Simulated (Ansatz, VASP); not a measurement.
Two plane-wave programs on YN

The input INCAR:

```
SYSTEM = YN
PREC     = Accurate       ! precision mode
ENCUT    = 600            ! plane-wave cutoff, eV
EDIFF    = 1E-6           ! SCF threshold, eV
ISMEAR   = 0              ! smearing method
SIGMA    = 0.01           ! smearing width, eV
LREAL    = .False.        ! projectors in reciprocal space
LASPH    = .True.         ! aspherical terms in the spheres
NELM     = 120            ! most SCF steps
ALGO     = Normal         ! electronic algorithm
ISIF     = 2              ! what is computed and relaxed
LWAVE    = .False.        ! write WAVECAR
LCHARG   = .False.        ! write CHGCAR
GGA      = PE             ! functional
NBANDS   = 15             ! bands
GGA_COMPAT= .False.
```

Contents of KPOINTS:

```
regular mesh
0
Gamma
  10 10 10
  0 0 0
```

The input POSCAR:

```
YN
1.0
    0.0000000000      2.4530145469      2.4530145469
    2.4530145469      0.0000000000      2.4530145469
    2.4530145469      2.4530145469      0.0000000000
Y N
1 1
Direct
    0.0000000000      0.0000000000      0.0000000000
    0.5000000000      0.5000000000      0.5000000000
```

Input for Ansatz:

```yaml
crystal:
  lattice:
    - [0.0, 2.4530145469, 2.4530145469]
    - [2.4530145469, 0.0, 2.4530145469]
    - [2.4530145469, 2.4530145469, 0.0]
  atoms:
    - { symbol: "Y", position: [0.0, 0.0, 0.0] }
    - { symbol: "N", position: [0.5, 0.5, 0.5] }
basis:
  ecutwfc: 420
kpoints:
  mp_grid: { grid: [10, 10, 10] }
  band_path:
    path:
      - [0.0, 0.0, 0.0]
      - [0.0, 0.0, 0.0]
      - [0.0, 0.0, 0.0]
      - [0.0, 0.0, 0.0]
      - [0.0, 0.0, 0.0]
      - [0.0, 0.0, 0.0]
      - [0.0, 0.0, 0.0]
      - [0.0, 0.0, 0.0]
      - [0.0, 0.0, 0.0]
      - [0.0, 0.0, 0.0]
      - [0.0, 0.0, 0.0]
      - [0.0, 0.0, 0.0]
      - [0.0, 0.0, 0.0]
      - [0.0, 0.0, 0.0]
      - [0.0, 0.0, 0.0]
      - [0.0, 0.0, 0.0]
      - [0.0, 0.0, 0.0]
      - [0.0, 0.0, 0.0]
      - [0.0, 0.0, 0.0]
      - [0.0, 0.0, 0.0]
      - [0.0, 0.0, 0.0]
      - [0.0, 0.0, 0.0]
      - [0.0, 0.0, 0.0]
      - [0.0, 0.0, 0.0]
      - [0.0, 0.0, 0.0]
      - [0.0, 0.0, 0.0]
      - [0.3, 0.3, 0.0]
      - [0.3166666667, 0.3166666667, 0.0]
      - [0.3333333333, 0.3333333333, 0.0]
      - [0.35, 0.35, 0.0]
      - [0.3666666667, 0.3666666667, 0.0]
      - [0.3833333333, 0.3833333333, 0.0]
      - [0.4, 0.4, 0.0]
      - [0.4166666667, 0.4166666667, 0.0]
      - [0.4333333333, 0.4333333333, 0.0]
      - [0.45, 0.45, 0.0]
      - [0.4666666667, 0.4666666667, 0.0]
      - [0.4833333333, 0.4833333333, 0.0]
      - [0.5, 0.5, 0.0]
      - [0.5, 0.5, 0.5]
      - [0.5, 0.5, 0.5]
      - [0.5, 0.5, 0.5]
      - [0.5, 0.5, 0.5]
      - [0.5, 0.5, 0.5]
      - [0.5, 0.5, 0.5]
      - [0.5, 0.5, 0.5]
      - [0.5, 0.5, 0.5]
      - [0.5, 0.5, 0.5]
      - [0.5, 0.5, 0.5]
      - [0.5, 0.5, 0.5]
      - [0.5, 0.5, 0.5]
      - [0.5, 0.5, 0.5]
      - [0.5, 0.5, 0.5]
      - [0.5, 0.5, 0.5]
      - [0.5, 0.5, 0.5]
      - [0.5, 0.5, 0.5]
      - [0.5, 0.5, 0.5]
      - [0.5, 0.5, 0.5]
      - [0.5, 0.5, 0.5]
      - [0.5, 0.5, 0.5]
      - [0.5, 0.5, 0.5]
      - [0.5, 0.5, 0.5]
      - [0.5, 0.5, 0.5]
      - [0.5, 0.5, 0.5]
      - [0.5, 0.5, 0.5]
    npoints: 1
hamiltonian:
  xc: pbe
  pseudopotentials: { kind: paw, azcp: { folder: soft_1 } }
scf:
  occupations: { method: gaussian, width: 0.01 }
  n_extra_bands: 5
output:
  eigenvalues: true
```

Alike in both runs: task single point; functional PBE; k mesh 10 × 10 × 10; occupations gaussian, width 0.01 eV; no spin polarisation.

```csv
,VASP,Ansatz
version,VASP 6.6.1,Ansatz 0.2.0
potentials or method,"VASP PAW PBE potentials, release 64 (Y_sv, N), cutoff 600 eV","scalar-relativistic, plane waves, PAW"
valence electrons in the cell,16,16
```

```csv
,VASP,Ansatz,Ansatz less VASP
gap on the k mesh at the Fermi level (eV),0.21,0.21,0.000
least direct gap on the mesh (eV),0.60,0.60,+0.001
```
